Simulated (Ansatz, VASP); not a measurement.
## One calculation of MgSe, two programs

Contents of POSCAR:

```
MgSe
1.0
    0.0000000000      2.7362756101      2.7362756101
    2.7362756101      0.0000000000      2.7362756101
    2.7362756101      2.7362756101      0.0000000000
Mg Se
1 1
Direct
    0.0000000000      0.0000000000      0.0000000000
    0.5000000000      0.5000000000      0.5000000000
```

INCAR.step1

```
ALGO = Normal
EDIFF = 1E-5
ENCUT = 580
GGA = PE
GGA_COMPAT = F
ISIF = 2
ISMEAR = 0
LASPH = T
LCHARG = F
LREAL = F
LWAVE = T
NBANDS = 11
NELM = 120
PREC = Accurate
SIGMA = 0.01
```

The input INCAR.step2:

```
AEXX = 0.25
ALGO = Normal
EDIFF = 1E-6
ENCUT = 580
GGA_COMPAT = F
ISIF = 2
ISMEAR = 0
ISTART = 1
LASPH = T
LCHARG = F
LHFCALC = T
LMIXTAU = T
LREAL = F
LWAVE = F
METAGGA = R2SCAN
NBANDS = 11
NELM = 120
PREC = Accurate
PRECFOCK = Normal
SIGMA = 0.01
```

Contents of KPOINTS:

```
k-points
0
Gamma
  6 6 6
```

Input for Ansatz:

```yaml
crystal:
  lattice:
    - [0.0, 2.7362756101, 2.7362756101]
    - [2.7362756101, 0.0, 2.7362756101]
    - [2.7362756101, 2.7362756101, 0.0]
  atoms:
    - { symbol: Mg, position: [0.0, 0.0, 0.0] }
    - { symbol: Se, position: [0.5, 0.5, 0.5] }
kpoints:
  mp_grid: { grid: [6, 6, 6] }
  band_path:
    path:
      - [0.0, 0.0, 0.0]
      - [0.5, 0.0, 0.5]
      - [0.625, 0.25, 0.625]
      - [0.375, 0.375, 0.75]
      - [0.5, 0.5, 0.5]
      - [0.5, 0.25, 0.75]
      - [0.0, 0.5, 0.5]
    npoints: 1
hamiltonian:
  xc: r2scan0
scf:
  occupations: { method: fixed }
  n_extra_bands: 4
output:
  forces: true
  stress: true
  eigenvalues: true
  write_density: true
  write_potential: true
  elf: true
  volumetric_format: npy
```

Alike in both runs: task single point; functional r2SCAN0; k mesh 6 × 6 × 6; no spin polarisation.

```csv
,VASP,Ansatz
version,VASP 6.6.1,Ansatz 0.2.0
potentials or method,"VASP PAW PBE potentials, release 64 (Mg, Se)","plane waves, PAW"
plane-wave cutoff (eV),580,500
occupations,"gaussian, width 0.01 eV",fixed
valence electrons in the cell,8,26
```

|  | VASP | Ansatz | Ansatz less VASP |
| --- | --- | --- | --- |
| gap on the k mesh at the Fermi level (eV) | 3.77 | 3.79 | +0.025 |
| pressure (GPa) | -1.2 | -0.7 | +0.48 |

VASP's potentials were made for PBE, not for r2SCAN0. VASP's potentials hold 8 valence electrons a cell and Ansatz's 26, so a difference there can come from the potentials and not from the codes. Ansatz's warnings: stress exchange threshold loose, stress scf threshold loose.
